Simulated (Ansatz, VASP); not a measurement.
**One calculation of Bi2Te3, two programs**

```
Bi Te
1.0
     2.30864    1.14936    9.73695
    -2.14942    1.18563    9.69694
     0.11102   -2.67154    9.76009
Bi Te
2 3
Direct
  0.82893 0.79942 0.80869
  0.40532 0.39781 0.40826
  0.59643 0.62775 0.61425
  0.19034 0.20578 0.20606
  0.97269 0.01656 0.00939
```

Change from the starting cell: kmesh displaced: [6, 6, 6] Gamma-centred.

Alike in both runs: task single point; functional PBE; k mesh 6 × 6 × 6; occupations gaussian, width 0.1 eV; no spin polarisation.

|  | VASP | Ansatz |
| --- | --- | --- |
| version | VASP 6.6.1 | Ansatz 0.2.0 |
| potentials or method | VASP PAW PBE potentials, release 64 (Bi_d, Te), cutoff 520 eV | scalar-relativistic, plane waves, PAW |
| valence electrons in the cell | 48 | 78 |

|  | VASP | Ansatz | Ansatz less VASP |
| --- | --- | --- | --- |
| gap on the k mesh at the Fermi level (eV) | none | none | - |
| pressure (GPa) | 2.5 | 2.6 | +0.03 |
| traceless stress, the component that is largest in VASP (GPa) | 1.11 | 1.10 | -0.010 |
| rms of the force components (eV/Å) | 0.582 | 0.579 | -0.0031 |

Atom by atom the forces differ by 0.004 eV/Å (rms over components). A gap of «none» marks a metal or a gap that the smearing closes. VASP's potentials hold 48 valence electrons a cell and Ansatz's 78, so a difference there can come from the potentials and not from the codes.

Neither program's run includes spin-orbit coupling.
